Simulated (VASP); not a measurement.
# Ni (Fm-3m) in VASP: notebook

The runs below take Ni through single point, with PBE.

All numbers are computed with VASP 6.6.1; they aren't measurements. Logs are shortened: lines on timing, memory, paths and dates and some standing lists are left out, and cuts for length are marked.

## 1. The cell of the first run

Symmetry: Fm-3m, No. 225, cubic system. Conventional cell: a = 3.535 Å, b = 3.535 Å, c = 3.535 Å, α = 90.00°, β = 90.00°, γ = 90.00°. Ni (site symmetry m-3m) has 12 Ni at 2.50 Å within 3.3 Å.

## 2. Single point, PBE

INCAR

```
PREC = Accurate
ENCUT = 520
EDIFF = 1E-7
ISMEAR = 0
SIGMA = 0.1
LREAL = F
LASPH = T
NELM = 100
ALGO = Normal
ISIF = 2
LWAVE = F
LCHARG = F
GGA = PE
NBANDS = 17
```

KPOINTS

```
regular mesh
0
Gamma
  13 13 13
```

POSCAR

```
Ni
1.0
    3.5347000000      1.7673500000      1.7673500000
    1.7673500000      3.5347000000      1.7673500000
    1.7673500000      1.7673500000      3.5347000000
Ni
2
Direct
    0.0000000000      0.0000000000      0.0000000000
    0.5000000000      0.5000000000      0.5000000000
```

Potentials or basis: VASP PAW PBE potentials, release 64 (Ni).

The run is started by

```
$ cat potpaw_PBE.64/Ni/POTCAR > POTCAR
$ mpirun -np 1 vasp_std > vasp.out
```

OUTCAR:

```text
PREC = Accurate
   ENCUT = 520
   EDIFF = 1E-7
   ISMEAR = 0
   LREAL = F
   LASPH = T
   NELM = 100
   ISIF = 2
   GGA = PE

 ion  position               nearest neighbor table
   1  0.000  0.000  0.000-   2 2.50   2 2.50   2 2.50   2 2.50   2 2.50   2 2.50
   2  0.500  0.500  0.500-   1 2.50   1 2.50   1 2.50   1 2.50   1 2.50   1 2.50

  LATTYP: Found a trigonal (rhomboedric) cell.
 ALAT       =     4.3291056969
 COS(alpha) =     0.8333333333

  Lattice vectors:

 A1 = (   3.5347000000,   1.7673500000,   1.7673500000)
 A2 = (   1.7673500000,   3.5347000000,   1.7673500000)
 A3 = (   1.7673500000,   1.7673500000,   3.5347000000)

Analysis of symmetry for initial positions (statically):
=====================================================================
 Subroutine PRICEL returns following result:

  LATTYP: Found a face centered cubic cell.
 ALAT       =     3.5347000000

  Lattice vectors:

 A1 = (   0.0000000000,  -1.7673500000,   1.7673500000)
 A2 = (  -1.7673500000,  -0.0000000000,   1.7673500000)
 A3 = (  -1.7673500000,  -1.7673500000,   0.0000000000)

   2 primitive cells build up your supercell.

 Routine SETGRP: Setting up the symmetry group for a
 trigonal (rhombohedral) supercell.

 Subroutine GETGRP returns: Found 12 space group operations
 (whereof 12 operations were pure point group operations)
 out of a pool of 12 trial point group operations.

The static configuration has the point symmetry D_3d.

Analysis of symmetry for dynamics (positions and initial velocities):
=====================================================================
 Subroutine PRICEL returns following result:

  LATTYP: Found a face centered cubic cell.
 ALAT       =     3.5347000000

  Lattice vectors:

 A1 = (   0.0000000000,  -1.7673500000,   1.7673500000)
 A2 = (  -1.7673500000,  -0.0000000000,   1.7673500000)
 A3 = (  -1.7673500000,  -1.7673500000,   0.0000000000)

   2 primitive cells build up your supercell.

 Routine SETGRP: Setting up the symmetry group for a
 trigonal (rhombohedral) supercell.

 Subroutine GETGRP returns: Found 12 space group operations
 (whereof 12 operations were pure point group operations)
 out of a pool of 12 trial point group operations.

The dynamic configuration has the point symmetry D_3d.

 Subroutine INISYM returns: Found 12 space group operations
 (whereof 12 operations are pure point group operations),
 and found     2 'primitive' translations

----------------------------------------------------------------------------------------

                                     Primitive cell

  volume of cell :      11.0407

  direct lattice vectors                    reciprocal lattice vectors
     0.000000000 -1.767350000  1.767350000     0.282909441 -0.282909441  0.282909441
    -1.767350000 -0.000000000  1.767350000    -0.282909441  0.282909441  0.282909441
    -1.767350000 -1.767350000  0.000000000    -0.282909441 -0.282909441 -0.282909441

  length of vectors
     2.499410339  2.499410339  2.499410339     0.490013525  0.490013525  0.490013525

  position of ions in fractional coordinates (direct lattice)
     0.000000000  0.000000000  0.000000000

  ion indices of the primitive-cell ions
   primitive index   ion index
                 1           1

----------------------------------------------------------------------------------------

 KPOINTS: regular mesh

Automatic generation of k-mesh.
 Grid dimensions read from file:
 generate k-points for:   13   13   13

 Generating k-lattice:

  Cartesian coordinates                     Fractional coordinates (reciprocal lattice)
     0.032643397 -0.010881132 -0.010881132     0.076923077  0.000000000  0.000000000
    -0.010881132  0.032643397 -0.010881132     0.000000000  0.076923077  0.000000000
    -0.010881132 -0.010881132  0.032643397     0.000000000  0.000000000  0.076923077

  Length of vectors
     0.036088633  0.036088633  0.036088633

  Shift w.r.t. Gamma in fractional coordinates (k-lattice)
     0.000000000  0.000000000  0.000000000

 Subroutine IBZKPT returns following result:
 ===========================================

 Found    231 irreducible k-points:

 Following reciprocal coordinates:
            Coordinates               Weight
  0.000000  0.000000  0.000000      1.000000
  0.076923 -0.000000 -0.000000      6.000000
  0.153846 -0.000000 -0.000000      6.000000
  0.230769 -0.000000 -0.000000      6.000000
  0.307692 -0.000000 -0.000000      6.000000
  0.384615  0.000000  0.000000      6.000000
[... 16 lines left out ...]
  0.384615  0.153846  0.000000     12.000000
  0.461538  0.153846  0.000000     12.000000
 [... further k-points ...]
   k-points           NKPTS =    231   k-points in BZ     NKDIM =    231   number of bands    NBANDS=     17
   number of dos      NEDOS =    301   number of ions     NIONS =      2
   total plane-waves  NPLWV =  32768
   dimension x,y,z NGX =    32 NGY =   32 NGZ =   32
   dimension x,y,z NGXF=    64 NGYF=   64 NGZF=   64
   ions per type =               2
   NGX,Y,Z   is equivalent  to a cutoff of  12.29, 12.29, 12.29 a.u.
   NGXF,Y,Z  is equivalent  to a cutoff of  24.58, 24.58, 24.58 a.u.
 SYSTEM =  unknown system
   PREC   = accura    normal or accurate (medium, high low for compatibility)
   ISTART =      0    job   : 0-new  1-cont  2-samecut
   ICHARG =      2    charge: 1-file 2-atom 10-const
   ISPIN  =      1    spin polarized calculation?
   LNONCOLLINEAR =      F non collinear calculations
   LSORBIT =      F    spin-orbit coupling
   LASPH  =      T    aspherical Exc in radial PAW
   ENCUT  =  520.0 eV  38.22 Ry    6.18 a.u.   8.05  8.05  8.05*2*pi/ulx,y,z
   NELM   =    100;   NELMIN=  2; NELMDL= -5     # of ELM steps
   EDIFF  = 0.1E-06   stopping-criterion for ELM
   LREAL  =      F    real-space projection
   EDIFFG = 0.1E-05   stopping-criterion for IOM
   NSW    =      0    number of steps for IOM
   IBRION =     -1    ionic relax: 0-MD 1-quasi-New 2-CG
   NFREE  =      0    steps in history (QN), initial steepest desc. (CG)
   ISIF   =      2    stress and relaxation
   ISYM   =      2    0-nonsym 1-usesym 2-fastsym
   POTIM  = 0.5000    time-step for ionic-motion
   TEBEG  =    0.0;   TEEND  =   0.0 temperature during run
   PSTRESS=    0.0 pullay stress
   NELECT =      20.0000    total number of electrons
   NUPDOWN=      -1.0000    fix difference up-down
   EMIN   =  10.00;   EMAX   =-10.00  energy-range for DOS
   EFERMI =   0.00;   METHOD = LEGACY
   ISMEAR =     0;   SIGMA  =   0.10  broadening in eV -4-tet -1-fermi 0-gaus
   EFERMI_NEDOS =   21; number of points for ismear=-14 and -15
   IALGO  =     38    algorithm
   IMIX   =      4    mixing-type and parameters
     AMIX     =   0.40;   BMIX     =  1.00
     AMIX_MAG =   1.60;   BMIX_MAG =  1.00
  volume/ion in A,a.u.               =      11.04        74.51
  Fermi-wavevector in a.u.,A,eV,Ry     =   1.583953  2.993237 34.135750  2.508907
  Thomas-Fermi vector in A             =   2.683645
   LORBIT       =      0    0 simple, 1 ext, 2 COOP (PROOUT), +10 PAW based schemes
   GGA     = PE    functional components
   LHFCALC =     F    Hartree Fock is set to
   AEXX    =    0.0000 exact exchange contribution
   IVDW    =     0    specifies the selected vdW correction
   LEPSILON=     F    determine dielectric tensor
   LRPA    =     F    only Hartree local field effects (RPA)
 non-spin polarized calculation
 Gauss-broadening in eV      SIGMA  =   0.10
  energy-cutoff  :      520.00
  volume of cell :       22.08
 maximum number of plane-waves:       609
   NGX = 17   NGY = 17   NGZ = 17

 number of electron      20.0000009 magnetization

 Free energy of the ion-electron system (eV)
  ---------------------------------------------------
  ext. energy  EPLUGINS =         0.00000000
  ---------------------------------------------------
  free energy    TOTEN  =       -10.83775639 eV

  energy without entropy =      -10.79970949  energy(sigma->0) =      -10.81873294

 E-fermi :   8.9849     XC(G=0): -13.1668

 val. band max:        8.9837703608   @ k =  -0.1538  -0.3077   0.0769
 cond. band min:       8.9850476740   @ k =  -0.3077   0.3077   0.0769
 fundamental gap:      0.0012773133
 Fermi energy:         8.9849142367

 k-point     1 :       0.0000    0.0000    0.0000
  band No.  band energies     occupation
      1       0.2437      2.00000
      2       4.6505      2.00000
      3       7.1282      2.00000
      4       7.1282      2.00000
      5       7.1746      2.00000
      6       7.1746      2.00000
[... 9 lines left out ...]
     16      33.6355      0.00000
     17      33.6355      0.00000

 k-point     2 :       0.0769   -0.0000   -0.0000
  band No.  band energies     occupation
      1       0.4536      2.00000
      2       4.7810      2.00000
      3       7.0249      2.00000
      4       7.1069      2.00000
      5       7.2113      2.00000
      6       7.2294      2.00000
[... 9 lines left out ...]
     16      32.3289      0.00000
     17      32.4822      0.00000

 k-point     3 :       0.1538   -0.0000   -0.0000
  band No.  band energies     occupation
      1       1.0687      2.00000
      2       5.1371      2.00000
      3       6.7273      2.00000
      4       6.9223      2.00000
      5       7.3481      2.00000
      6       7.3695      2.00000
[... 9 lines left out ...]
     16      30.7806      0.00000
     17      31.7761      0.00000

 k-point     4 :       0.2308   -0.0000   -0.0000
  band No.  band energies     occupation
      1       2.0380      2.00000
      2       5.5912      2.00000
      3       6.3481      2.00000
      4       6.6731      2.00000
      5       6.9715      2.00000
      6       7.4611      2.00000
[... 9 lines left out ...]
     16      29.2767      0.00000
     17      31.2946      0.00000
[... 343 lines left out ...]
      1       2.7081      2.00000
      2       5.6993      2.00000
      3       6.2062      2.00000
      4       6.5902      2.00000
      5       6.6971      2.00000
      6       7.3423      2.00000
[... 9 lines left out ...]
     16      24.9103      0.00000
     17      28.2178      0.00000

 k-point    23 :       0.3846    0.1538    0.0000
  band No.  band energies     occupation
      1       3.8462      2.00000
      2       5.8608      2.00000
      3       6.3547      2.00000
      4       6.3744      2.00000
      5       6.3815      2.00000
      6       7.1186      2.00000
[... 9 lines left out ...]
     16      24.0138      0.00000
     17      25.3220      0.00000

 k-point    24 :       0.4615    0.1538    0.0000
  band No.  band energies     occupation
      1       4.8933      2.00000
      2       5.9485      2.00000
      3       6.0824      2.00000
      4       6.1721      2.00000
      5       6.6739      2.00000
      6       6.8847      2.00000
[... 9 lines left out ...]
     16      23.0462      0.00000
     17      23.5081      0.00000

 [... further k-points ...]

------------------------ aborting loop because EDIFF is reached ----------------------------------------

  FORCE on cell =-STRESS in cart. coord.  units (eV):
  Direction    XX          YY          ZZ          XY          YZ          ZX
  --------------------------------------------------------------------------------------
  -------------------------------------------------------------------------------------
  Total       -0.5121924     -0.5121924     -0.5121924      0.0054103      0.0054103      0.0054103
  in kB      -37.1634534    -37.1634534    -37.1634534      0.3925578      0.3925578      0.3925578
  external PRESSURE =     -37.1634534 kB  Pullay stress =       0.0000000 kB

 VOLUME and BASIS-vectors are now :
 -----------------------------------------------------------------------------
  energy-cutoff  :      520.00
  volume of cell :       22.08
      direct lattice vectors                 reciprocal lattice vectors
     3.534700000  1.767350000  1.767350000     0.424364161 -0.141454720 -0.141454720
     1.767350000  3.534700000  1.767350000    -0.141454720  0.424364161 -0.141454720
     1.767350000  1.767350000  3.534700000    -0.141454720 -0.141454720  0.424364161

 POSITION                                       TOTAL-FORCE (eV/Angst)
 -----------------------------------------------------------------------------------
      0.00000      0.00000      0.00000        -0.000000      0.000000      0.000000
      3.53470      3.53470      3.53470         0.000000     -0.000000     -0.000000
 -----------------------------------------------------------------------------------
    total drift:                               -0.000000      0.000000     -0.000000

  FREE ENERGIE OF THE ION-ELECTRON SYSTEM (eV)
  ---------------------------------------------------
  free  energy   TOTEN  =       -10.8377563929 eV

  energy  without entropy=      -10.7997094949  energy(sigma->0) =      -10.81873294
```

It took 2.6 min on 1 thread of Intel Xeon 8259CL, shared host; peak memory 0.22 GiB.

What came out:

| Quantity | Value |
| --- | --- |
| Free energy | -10.8378 eV |
| Pressure | -3.7 GPa |
| Band gap on the k mesh | zero (bands 10 and 11 overlap by 0.73 eV) |

Caveat: the cell stands under tension; the run has no spin polarisation, though such a crystal can be magnetic.

## 3. Single point, PBE, collinear spin, antiferromagnetic start

INCAR

```
PREC = Accurate
ENCUT = 520
EDIFF = 1E-7
ISMEAR = 0
SIGMA = 0.1
LREAL = False
LASPH = True
NELM = 150
ALGO = Normal
ISIF = 2
LWAVE = False
LCHARG = True
ISPIN = 2
MAGMOM = 2 -2
LORBIT = 11
LMAXMIX = 4
GGA = PE
LELF = True
LVHAR = True
NBANDS = 21
```

KPOINTS

```
Automatic mesh
0
Gamma
  13 13 13
```

POSCAR is that of step 2.

Potentials or basis: VASP PAW PBE potentials, release 64 (Ni).

The run is started by

```
$ cat potpaw_PBE.64/Ni/POTCAR > POTCAR
$ mpirun -np 1 vasp_std > vasp.out
```

Wall time 9.2 min (1 thread of Intel Xeon 8259CL, shared host); peak memory 0.31 GiB.

The run converged, but its numbers aren't listed here, since they failed a check.

Caveat: the result breaks the symmetry of the cell; the cell stands under tension.

## 4. Single point, PBE, collinear spin, ferromagnetic start

INCAR

```
PREC = Accurate ; ENCUT = 520
EDIFF = 1E-7 ; ISMEAR = 0
SIGMA = 0.1 ; LREAL = False
LASPH = True ; NELM = 150
ALGO = Normal ; ISIF = 2
LWAVE = False ; LCHARG = False
ISPIN = 2 ; MAGMOM = 2 2
LORBIT = 11 ; LMAXMIX = 4
GGA = PE ; NBANDS = 21
```

KPOINTS

```
regular mesh
0
Gamma
  13 13 13
```

POSCAR is that of step 3.

The run is started by

```
$ cat potpaw_PBE.64/Ni/POTCAR > POTCAR
$ mpirun -np 1 vasp_std > vasp.out
```

It took 8.4 min on 1 thread of Intel Xeon 8259CL, shared host; peak memory 0.31 GiB.

It converged, with:

* Free energy: -10.9492 eV
* Pressure: -2.7 GPa
* Net moment: 1.26 μB per cell
* Site moments: Ni +0.64 μB
* Valence electrons inside the program's atomic spheres: Ni 9.28

Stress tensor (GPa, compression positive):
```
-2.69  0.08  0.08
 0.08 -2.69  0.08
 0.08  0.08 -2.69
```

Levels at points of the mesh, in eV from the Fermi level:
Spin up:
```csv
k point,band 8,band 9,band 10,band 11,band 12,band 13,band 14,band 15
"(0.00, 0.00, 0.00)",-1.25,-1.25,-0.61,-0.61,-0.27,5.55,22.09,23.59
```
Spin down:
```
           k point  band 7  band 8  band 9  band 10  band 11  band 12
(0.00, 0.00, 0.00)   -1.64   -0.66   -0.66    -0.33     0.15     0.15
```

## 5. Single point, PBE, collinear spin

INCAR

```
SYSTEM = Ni
PREC = Accurate ; ENCUT = 520
EDIFF = 1E-7 ; ISMEAR = 0
SIGMA = 0.1 ; LREAL = .False.
LASPH = .True. ; NELM = 150
ALGO = Normal ; ISIF = 2
LWAVE = .False. ; LCHARG = .False.
ISPIN = 2 ; MAGMOM = 2 0
LORBIT = 11 ; LMAXMIX = 4
GGA = PE ; NBANDS = 21
```

KPOINTS

```
Automatic mesh
0
Gamma
  13 13 13
  0 0 0
```

POSCAR is that of step 4.

The run is started by

```
$ cat potpaw_PBE.64/Ni/POTCAR > POTCAR
$ mpirun -np 1 vasp_std > vasp.out
```

It took 9.5 min on 1 thread of Intel Xeon 8259CL, shared host; peak memory 0.31 GiB.

The run converged. Its results:

| Item | Value |
| --- | --- |
| Free energy | -10.9492 eV |
| Pressure | -2.7 GPa |
| Net moment | 1.26 μB per cell |
| Site moments | Ni +0.64 μB |
| Valence electrons inside the program's atomic spheres | Ni 9.28 |

Stress tensor (GPa, compression positive):
```
-2.69  0.08  0.08
 0.08 -2.69  0.08
 0.08  0.08 -2.69
```

Levels at points of the mesh, in eV from the Fermi level:
Spin up:
```
           k point  band 8  band 9  band 10  band 11  band 12  band 13  band 14  band 15
(0.00, 0.00, 0.00)   -1.25   -1.25    -0.61    -0.61    -0.27     5.55    22.09    23.59
```
Spin down:
| k point | band 7 | band 8 | band 9 | band 10 | band 11 | band 12 |
| --- | --- | --- | --- | --- | --- | --- |
| (0.00, 0.00, 0.00) | -1.64 | -0.66 | -0.66 | -0.33 | 0.15 | 0.15 |

## 6. Overview

```tsv
spin	gap on the mesh (eV)	pressure (GPa)	moment (μB)
off	none	-3.7	-
collinear, ferromagnetic start	none	-2.7	1.26
collinear	none	-2.7	1.26
```

Alike in all rows: task single point; level PBE; potentials or basis VASP PAW PBE potentials, release 64 (Ni); cell as given; k mesh 13 × 13 × 13; cutoff (eV) 520; smearing gaussian 0.1 eV.

Caveats: the cell stands under tension (at least some runs).

Absolute energies hang on the potentials; compare differences alone.
